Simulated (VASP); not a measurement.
# Au (I4/mmm) in VASP: a series of runs

The runs below take Au through single point, with PBEsol.

All numbers are computed with VASP 6.6.1; they aren't measurements. Logs are shortened: lines on timing, memory, paths and dates and some standing lists are left out, and cuts for length are marked.

### Step 1. The cell of the first run

Symmetry: I4/mmm, No. 139, tetragonal system. Conventional cell: a = 2.893 Å, b = 2.893 Å, c = 4.214 Å, α = 90.00°, β = 90.00°, γ = 90.00°. Within 3.8 Å of Au (site symmetry 4/mmm) lie 12 Au at 2.89 to 2.94 Å.

### Step 2. Single point, PBEsol (strain +0.000 along x and y, +0.030 along z)

Contents of INCAR:

```
SYSTEM = Au
  PREC = Accurate
  ENCUT = 520
  EDIFF = 1E-6
  ISMEAR = 0
  SIGMA = 0.15
  LREAL = .False.
  LASPH = .True.
  NELM = 100
  ALGO = Normal
  ISIF = 2
  LWAVE = .False.
  LCHARG = .False.
  GGA = PS
  NBANDS = 12
```

Contents of KPOINTS:

```
Automatic mesh
0
Gamma
  20 20 20
  0 0 0
```

Contents of POSCAR:

```
Au
1.0
    0.0000000000      2.0455000000      2.1068650000
    2.0455000000      0.0000000000      2.1068650000
    2.0455000000      2.0455000000      0.0000000000
Au
1
Direct
    0.0000000000      0.0000000000      0.0000000000
```

Potentials or basis: VASP PAW PBE potentials, release 64 (Au).

Launch:

```
$ cat potpaw_PBE.64/Au/POTCAR > POTCAR
$ mpirun -np 1 vasp_std > vasp.out
```

OUTCAR:

```text
SYSTEM = Au
   PREC = Accurate
   ENCUT = 520
   EDIFF = 1E-6
   ISMEAR = 0
   LREAL = .False.
   LASPH = .True.
   NELM = 100
   ISIF = 2
   GGA = PS

 ion  position               nearest neighbor table
   1  0.000  0.000  0.000-

  LATTYP: Found a body centered tetragonal cell.
 ALAT       =     2.8927738418
 C/A-ratio  =     1.4566399692

  Lattice vectors:

 A1 = (  -2.0455000000,   0.0000000000,   2.1068650000)
 A2 = (   2.0455000000,   0.0000000000,   2.1068650000)
 A3 = (   0.0000000000,   2.0455000000,  -2.1068650000)

Analysis of symmetry for initial positions (statically):
=====================================================================
 Subroutine PRICEL returns:
 Original cell was already a primitive cell.

 Routine SETGRP: Setting up the symmetry group for a
 body centered tetragonal supercell.

 Subroutine GETGRP returns: Found 16 space group operations
 (whereof 16 operations were pure point group operations)
 out of a pool of 16 trial point group operations.

The static configuration has the point symmetry D_4h.

Analysis of symmetry for dynamics (positions and initial velocities):
=====================================================================
 Subroutine PRICEL returns:
 Original cell was already a primitive cell.

 Routine SETGRP: Setting up the symmetry group for a
 body centered tetragonal supercell.

 Subroutine GETGRP returns: Found 16 space group operations
 (whereof 16 operations were pure point group operations)
 out of a pool of 16 trial point group operations.

The dynamic configuration has the point symmetry D_4h.

 Subroutine INISYM returns: Found 16 space group operations
 (whereof 16 operations are pure point group operations),
 and found     1 'primitive' translations

----------------------------------------------------------------------------------------

                                     Primitive cell

  volume of cell :      17.6305

  direct lattice vectors                    reciprocal lattice vectors
     0.000000000  2.045500000  2.106865000    -0.244439012  0.244439012  0.237319430
     2.045500000  0.000000000  2.106865000     0.244439012 -0.244439012  0.237319430
     2.045500000  2.045500000  0.000000000     0.244439012  0.244439012 -0.237319430

  length of vectors
     2.936486060  2.936486060  2.892773842     0.419310593  0.419310593  0.419310593

  position of ions in fractional coordinates (direct lattice)
     0.000000000  0.000000000  0.000000000

  ion indices of the primitive-cell ions
   primitive index   ion index
                 1           1

----------------------------------------------------------------------------------------

 KPOINTS: Automatic mesh

Automatic generation of k-mesh.
 Grid dimensions read from file:
 generate k-points for:   20   20   20

 Generating k-lattice:

  Cartesian coordinates                     Fractional coordinates (reciprocal lattice)
    -0.012221951  0.012221951  0.011865971     0.050000000 -0.000000000  0.000000000
     0.012221951 -0.012221951  0.011865971    -0.000000000  0.050000000  0.000000000
     0.012221951  0.012221951 -0.011865971     0.000000000  0.000000000  0.050000000

  Length of vectors
     0.020965530  0.020965530  0.020965530

  Shift w.r.t. Gamma in fractional coordinates (k-lattice)
     0.000000000  0.000000000  0.000000000

 Subroutine IBZKPT returns following result:
 ===========================================

 Found    641 irreducible k-points:

 Following reciprocal coordinates:
            Coordinates               Weight
  0.000000  0.000000  0.000000      1.000000
  0.050000  0.000000  0.000000      8.000000
  0.100000  0.000000  0.000000      8.000000
  0.150000  0.000000  0.000000      8.000000
  0.200000  0.000000  0.000000      8.000000
  0.250000  0.000000  0.000000      8.000000
[... 16 lines left out ...]
 -0.400000  0.050000  0.000000      8.000000
 -0.350000  0.050000  0.000000      8.000000
 [... further k-points ...]
   k-points           NKPTS =    641   k-points in BZ     NKDIM =    641   number of bands    NBANDS=     12
   number of dos      NEDOS =    301   number of ions     NIONS =      1
   total plane-waves  NPLWV =  13824
   dimension x,y,z NGX =    24 NGY =   24 NGZ =   24
   dimension x,y,z NGXF=    48 NGYF=   48 NGZF=   48
   ions per type =               1
   NGX,Y,Z   is equivalent  to a cutoff of  13.59, 13.59, 13.79 a.u.
   NGXF,Y,Z  is equivalent  to a cutoff of  27.17, 27.17, 27.59 a.u.
 SYSTEM =  Au
   PREC   = accura    normal or accurate (medium, high low for compatibility)
   ISTART =      0    job   : 0-new  1-cont  2-samecut
   ICHARG =      2    charge: 1-file 2-atom 10-const
   ISPIN  =      1    spin polarized calculation?
   LNONCOLLINEAR =      F non collinear calculations
   LSORBIT =      F    spin-orbit coupling
   LASPH  =      T    aspherical Exc in radial PAW
   ENCUT  =  520.0 eV  38.22 Ry    6.18 a.u.   5.46  5.46  5.38*2*pi/ulx,y,z
[... 65 lines left out ...]
      7      23.2739      0.00000
      8      26.7586      0.00000
      9      27.2114      0.00000
     10      27.2114      0.00000
     11      31.8332      0.00000
     12      35.9364      0.00000

 k-point     2 :       0.0500    0.0000    0.0000
  band No.  band energies     occupation
      1      -0.7585      2.00000
      2       4.0641      2.00000
      3       4.3012      2.00000
      4       4.3392      2.00000
      5       5.5097      2.00000
      6       5.7819      2.00000
      7      23.3703      0.00000
      8      26.4139      0.00000
      9      27.0528      0.00000
     10      27.3069      0.00000
     11      32.3346      0.00000
     12      34.7447      0.00000

 k-point     3 :       0.1000    0.0000    0.0000
  band No.  band energies     occupation
      1      -0.5089      2.00000
      2       4.0626      2.00000
      3       4.3075      2.00000
      4       4.4177      2.00000
      5       5.4909      2.00000
      6       5.7427      2.00000
      7      23.5958      0.00000
      8      25.1769      0.00000
      9      27.2759      0.00000
     10      27.5774      0.00000
     11      32.2495      0.00000
     12      34.1671      0.00000

 k-point     4 :       0.1500    0.0000    0.0000
  band No.  band energies     occupation
      1      -0.1127      2.00000
      2       4.0153      2.00000
      3       4.3605      2.00000
      4       4.5193      2.00000
      5       5.4986      2.00000
      6       5.7102      2.00000
      7      23.2047      0.00000
      8      24.2921      0.00000
      9      27.6686      0.00000
     10      27.9658      0.00000
     11      30.9859      0.00000
     12      33.0661      0.00000

 k-point     5 :       0.2000    0.0000    0.0000
  band No.  band energies     occupation
      1       0.3898      2.00000
      2       3.9877      2.00000
      3       4.3999      2.00000
      4       4.5960      2.00000
      5       5.5855      2.00000
      6       5.7346      2.00000
      7      21.5344      0.00000
      8      24.3789      0.00000
      9      28.0578      0.00000
     10      28.3333      0.00000
     11      30.1443      0.00000
     12      31.8615      0.00000
[... 228 lines left out ...]
      1       1.7568      2.00000
      2       4.0363      2.00000
      3       4.3597      2.00000
      4       6.4294      2.00000
      5       6.7447      2.00000
      6       8.2246      1.99999
      7      11.7037      0.00000
      8      22.6666      0.00000
      9      25.0306      0.00000
     10      25.6976      0.00000
     11      32.8933      0.00000
     12      33.3691      0.00000

 k-point    22 :      -0.4500    0.0500    0.0000
  band No.  band energies     occupation
      1       1.7579      2.00000
      2       4.0508      2.00000
      3       4.3577      2.00000
      4       6.4100      2.00000
      5       6.6718      2.00000
      6       8.1007      2.00000
      7      11.9300      0.00000
      8      22.6703      0.00000
      9      24.8972      0.00000
     10      25.9855      0.00000
     11      32.7651      0.00000
     12      33.4127      0.00000

 k-point    23 :      -0.4000    0.0500    0.0000
  band No.  band energies     occupation
      1       1.7502      2.00000
      2       4.1003      2.00000
      3       4.3935      2.00000
      4       6.0254      2.00000
      5       6.4996      2.00000
      6       7.3760      2.00000
      7      13.3075      0.00000
      8      22.8380      0.00000
      9      25.0735      0.00000
     10      26.5762      0.00000
     11      32.3135      0.00000
     12      33.1971      0.00000

 k-point    24 :      -0.3500    0.0500    0.0000
  band No.  band energies     occupation
      1       1.6972      2.00000
      2       4.1744      2.00000
      3       4.4619      2.00000
      4       5.2902      2.00000
      5       6.2569      2.00000
      6       6.8374      2.00000
      7      15.0793      0.00000
      8      23.1520      0.00000
      9      25.5166      0.00000
     10      27.4392      0.00000
     11      31.5188      0.00000
     12      32.7195      0.00000

 [... further k-points ...]

------------------------ aborting loop because EDIFF is reached ----------------------------------------

  FORCE on cell =-STRESS in cart. coord.  units (eV):
  Direction    XX          YY          ZZ          XY          YZ          ZX
  --------------------------------------------------------------------------------------
  -------------------------------------------------------------------------------------
  Total       -0.6027524     -0.6027524     -0.6985977      0.0000000      0.0000000     -0.0000000
  in kB      -54.7751837    -54.7751837    -63.4851362      0.0000000      0.0000000     -0.0000000
  external PRESSURE =     -57.6785012 kB  Pullay stress =       0.0000000 kB

 VOLUME and BASIS-vectors are now :
 -----------------------------------------------------------------------------
  energy-cutoff  :      520.00
  volume of cell :       17.63
      direct lattice vectors                 reciprocal lattice vectors
     0.000000000  2.045500000  2.106865000    -0.244439012  0.244439012  0.237319430
     2.045500000  0.000000000  2.106865000     0.244439012 -0.244439012  0.237319430
     2.045500000  2.045500000  0.000000000     0.244439012  0.244439012 -0.237319430

 POSITION                                       TOTAL-FORCE (eV/Angst)
 -----------------------------------------------------------------------------------
      0.00000      0.00000      0.00000         0.000000     -0.000000      0.000000
 -----------------------------------------------------------------------------------
    total drift:                               -0.000000      0.000000      0.000000

  FREE ENERGIE OF THE ION-ELECTRON SYSTEM (eV)
  ---------------------------------------------------
  free  energy   TOTEN  =        -3.9134389724 eV

  energy  without entropy=       -3.9103560589  energy(sigma->0) =       -3.91189752
```

Run time: 2.5 min. Hardware: 1 thread of AMD EPYC 7R43 (Zen 3), shared host; peak memory 0.22 GiB.

What came out:

* Free energy: -3.9134 eV
* Pressure: -5.8 GPa

Stress tensor (GPa, compression positive):
```
-5.48  0.00  0.00
 0.00 -5.48  0.00
 0.00  0.00 -6.35
```

Levels at points of the mesh, in eV from the Fermi level:
```
           k point  band 3  band 4  band 5  band 6  band 7  band 8  band 9  band 10
(0.00, 0.00, 0.00)   -4.39   -4.39   -3.18   -2.90   14.58   18.06   18.51    18.51
(0.50, 0.00, 0.00)   -4.39   -1.96   -1.85   -0.84    2.90   13.94   16.59    17.19
(0.50, 0.50, 0.00)   -1.93   -1.61   -1.61    0.76    5.06   10.22   10.22    17.13
(0.50, 0.00, 0.50)   -1.95   -1.70   -1.49    1.24    5.72    9.69    9.74    16.68
```

Caveat: the cell differs from its parent crystal (strain +0.000 along x and y, +0.030 along z); the PAW data sets were made with another functional, which shifts forces and pressure a little; spin-orbit coupling is left out, which moves the levels of the heavy elements.

### Step 3. Single point, PBEsol (strain +0.015 along x and y, +0.000 along z)

Contents of INCAR:

```
PREC = Accurate ; ENCUT = 520
EDIFF = 1E-6 ; ISMEAR = 0
SIGMA = 0.15 ; LREAL = False
LASPH = True ; NELM = 100
ALGO = Normal ; ISIF = 2
LWAVE = False ; LCHARG = True
GGA = PS ; LELF = True
LVHAR = True ; NBANDS = 12
```

Contents of KPOINTS:

```
regular mesh
0
Gamma
  20 20 20
```

Contents of POSCAR:

```
Au
1.0
    0.0000000000      2.0761825000      2.0455000000
    2.0761825000      0.0000000000      2.0455000000
    2.0761825000      2.0761825000      0.0000000000
Au
1
Direct
    0.0000000000      0.0000000000      0.0000000000
```

Potentials or basis: VASP PAW PBE potentials, release 64 (Au).

Launch:

```
$ cat potpaw_PBE.64/Au/POTCAR > POTCAR
$ mpirun -np 1 vasp_std > vasp.out
```

Wall time 2.4 min (1 thread of AMD EPYC 7R43 (Zen 3), shared host); peak memory 0.22 GiB.

Results (log left out):

- Free energy: -3.9140 eV
- Pressure: -5.8 GPa

Stress tensor (GPa, compression positive):
```
-5.95  0.00  0.00
 0.00 -5.95  0.00
 0.00  0.00 -5.57
```

Levels at points of the mesh, in eV from the Fermi level:
```csv
k point,band 2,band 3,band 4,band 5,band 6,band 7,band 8,band 9,band 10,band 11
"(0.00, 0.00, 0.00)",-4.51,-4.51,-4.38,-3.09,-2.96,14.58,18.29,18.29,18.53,23.13
"(0.50, 0.00, 0.00)",-4.56,-4.43,-1.92,-1.86,-0.83,2.91,13.99,16.70,17.04,24.26
"(0.50, 0.50, 0.00)",-6.42,-1.93,-1.58,-1.58,1.25,5.73,9.72,9.72,16.68,19.20
"(0.50, 0.00, 0.50)",-6.42,-1.93,-1.64,-1.54,1.00,5.39,9.96,9.99,16.91,19.43
```

Caveat: the cell differs from its parent crystal (strain +0.015 along x and y, +0.000 along z); the PAW data sets were made with another functional, which shifts forces and pressure a little; spin-orbit coupling is left out, which moves the levels of the heavy elements.

### Step 4. Single point, PBEsol (strain +0.030 along x and y, +0.000 along z)

Contents of INCAR:

```
ALGO = Fast
EDIFF = 1E-6
ENCUT = 520
GGA = PS
ISIF = 2
ISMEAR = 0
LASPH = True
LCHARG = False
LREAL = False
LWAVE = False
NBANDS = 12
NELM = 60
PREC = Accurate
SIGMA = 0.15
```

Contents of KPOINTS:

```
k-points
0
Gamma
  20 20 20
```

Contents of POSCAR:

```
Au
1.0
    0.0000000000      2.1068650000      2.0455000000
    2.1068650000      0.0000000000      2.0455000000
    2.1068650000      2.1068650000      0.0000000000
Au
1
Direct
    0.0000000000      0.0000000000      0.0000000000
```

Launch:

```
$ cat potpaw_PBE.64/Au/POTCAR > POTCAR
$ mpirun -np 1 vasp_std > vasp.out
```

Run time: 1.9 min. Hardware: 1 thread of AMD EPYC 7R13 (Zen 3), shared host; peak memory 0.22 GiB.

It converged, with:

| Quantity | Value |
| --- | --- |
| Free energy | -3.8884 eV |
| Pressure | -9.5 GPa |

Stress tensor (GPa, compression positive):
```
-9.74  0.00  0.00
 0.00 -9.74  0.00
 0.00  0.00 -9.10
```

Levels at points of the mesh, in eV from the Fermi level:
| k point | band 4 | band 5 | band 6 | band 7 | band 8 | band 9 |
| --- | --- | --- | --- | --- | --- | --- |
| (0.00, 0.00, 0.00) | -4.16 | -3.08 | -2.83 | 14.61 | 18.08 | 18.08 |
| (0.50, 0.00, 0.00) | -1.93 | -1.82 | -0.70 | 2.76 | 13.98 | 16.32 |
| (0.50, 0.50, 0.00) | -1.58 | -1.58 | 1.49 | 5.71 | 9.47 | 9.47 |
| (0.50, 0.00, 0.50) | -1.69 | -1.51 | 1.01 | 5.07 | 9.96 | 10.00 |

Caveat: the cell differs from its parent crystal (strain +0.030 along x and y, +0.000 along z); the PAW data sets were made with another functional, which shifts forces and pressure a little; spin-orbit coupling is left out, which moves the levels of the heavy elements.

### Step 5. Single point, PBEsol (strain +0.015 along x and y, +0.030 along z)

Contents of INCAR:

```
SYSTEM = Au
PREC = Accurate ; ENCUT = 520
EDIFF = 1E-6 ; ISMEAR = 0
SIGMA = 0.15 ; LREAL = .False.
LASPH = .True. ; NELM = 80
ALGO = Normal ; ISIF = 2
LWAVE = .False. ; LCHARG = .False.
GGA = PS ; NBANDS = 12
```

Contents of KPOINTS:

```
regular mesh
0
Gamma
  20 20 20
  0 0 0
```

Contents of POSCAR:

```
Au
1.0
    0.0000000000      2.0761825000      2.1068650000
    2.0761825000      0.0000000000      2.1068650000
    2.0761825000      2.0761825000      0.0000000000
Au
1
Direct
    0.0000000000      0.0000000000      0.0000000000
```

Launch:

```
$ cat potpaw_PBE.64/Au/POTCAR > POTCAR
$ mpirun -np 1 vasp_std > vasp.out
```

Wall time 1.9 min (1 thread of AMD EPYC 7R13 (Zen 3), shared host); peak memory 0.23 GiB.

The run converged. Its results:

```yaml
Free_energy: -3.8887 eV
Pressure: -9.6 GPa
```

Stress tensor (GPa, compression positive):
```
-9.49  0.00  0.00
 0.00 -9.49  0.00
 0.00  0.00 -9.85
```

Levels at points of the mesh, in eV from the Fermi level:
```csv
k point,band 2,band 3,band 4,band 5,band 6,band 7,band 8,band 9,band 10,band 11
"(0.00, 0.00, 0.00)",-4.39,-4.27,-4.27,-3.01,-2.88,14.61,18.09,18.30,18.30,22.91
"(0.50, 0.00, 0.00)",-4.39,-4.28,-1.89,-1.84,-0.69,2.77,14.02,16.50,16.81,23.80
"(0.50, 0.50, 0.00)",-6.17,-1.90,-1.59,-1.59,1.02,5.07,9.98,9.98,16.67,19.12
"(0.50, 0.00, 0.50)",-6.17,-1.91,-1.62,-1.53,1.25,5.39,9.72,9.74,16.45,18.90
```

Caveat: the cell differs from its parent crystal (strain +0.015 along x and y, +0.030 along z); the PAW data sets were made with another functional, which shifts forces and pressure a little; spin-orbit coupling is left out, which moves the levels of the heavy elements.

### Step 6. Single point, PBEsol (strain +0.030 along x and y, +0.015 along z)

Contents of INCAR:

```
PREC = Accurate ; ENCUT = 520
EDIFF = 1E-6 ; ISMEAR = 0
SIGMA = 0.15 ; LREAL = False
LASPH = True ; NELM = 60
ALGO = Normal ; ISIF = 2
LWAVE = False ; LCHARG = False
GGA = PS ; NBANDS = 12
```

Contents of KPOINTS:

```
Automatic mesh
0
Gamma
  20 20 20
```

Contents of POSCAR:

```
Au
1.0
    0.0000000000      2.1068650000      2.0761825000
    2.1068650000      0.0000000000      2.0761825000
    2.1068650000      2.1068650000      0.0000000000
Au
1
Direct
    0.0000000000      0.0000000000      0.0000000000
```

Potentials or basis: VASP PAW PBE potentials, release 64 (Au).

Launch:

```
$ cat potpaw_PBE.64/Au/POTCAR > POTCAR
$ mpirun -np 1 vasp_std > vasp.out
```

It took 92 s on 1 thread of AMD EPYC 7R13 (Zen 3), shared host; peak memory 0.23 GiB.

It converged, with:

```
Free energy : -3.8714 eV
Pressure    : -11.2 GPa
```

Stress tensor (GPa, compression positive):
```
-11.34   0.00   0.00
  0.00 -11.34   0.00
  0.00   0.00 -11.06
```

Levels at points of the mesh, in eV from the Fermi level:
| k point | band 2 | band 3 | band 4 | band 5 | band 6 | band 7 | band 8 | band 9 | band 10 | band 11 |
| --- | --- | --- | --- | --- | --- | --- | --- | --- | --- | --- |
| (0.00, 0.00, 0.00) | -4.27 | -4.27 | -4.16 | -2.96 | -2.84 | 14.62 | 18.09 | 18.09 | 18.29 | 22.79 |
| (0.50, 0.00, 0.00) | -4.31 | -4.20 | -1.88 | -1.83 | -0.62 | 2.70 | 14.03 | 16.37 | 16.71 | 23.63 |
| (0.50, 0.50, 0.00) | -6.04 | -1.89 | -1.57 | -1.57 | 1.38 | 5.39 | 9.61 | 9.61 | 16.22 | 18.63 |
| (0.50, 0.00, 0.50) | -6.05 | -1.89 | -1.62 | -1.53 | 1.14 | 5.08 | 9.85 | 9.86 | 16.45 | 18.86 |

Caveat: the cell differs from its parent crystal (strain +0.030 along x and y, +0.015 along z); the PAW data sets were made with another functional, which shifts forces and pressure a little; spin-orbit coupling is left out, which moves the levels of the heavy elements.

### Step 7. The runs side by side

```csv
cell,gap on the mesh (eV),pressure (GPa)
"a = 2.936, b = 2.936, c = 2.893 Å, angles 60.5, 60.5, 59.0°, 1 atom",none,-5.8
"a = 2.915, b = 2.915, c = 2.936 Å, angles 59.8, 59.8, 60.5°, 1 atom",none,-5.8
"a = 2.936, b = 2.936, c = 2.980 Å, angles 59.5, 59.5, 61.0°, 1 atom",none,-9.5
"a = 2.958, b = 2.958, c = 2.936 Å, angles 60.2, 60.2, 59.5°, 1 atom",none,-9.6
"a = 2.958, b = 2.958, c = 2.980 Å, angles 59.8, 59.8, 60.5°, 1 atom",none,-11.2
```

Alike in all rows: task single point; level PBEsol; potentials or basis VASP PAW PBE potentials, release 64 (Au); no spin polarisation; k mesh 20 × 20 × 20; cutoff (eV) 520; smearing gaussian 0.15 eV.

Caveats: the PAW data sets were made with another functional, which shifts forces and pressure a little; spin-orbit coupling is left out, which moves the levels of the heavy elements.

Absolute energies hang on the potentials; compare differences alone.
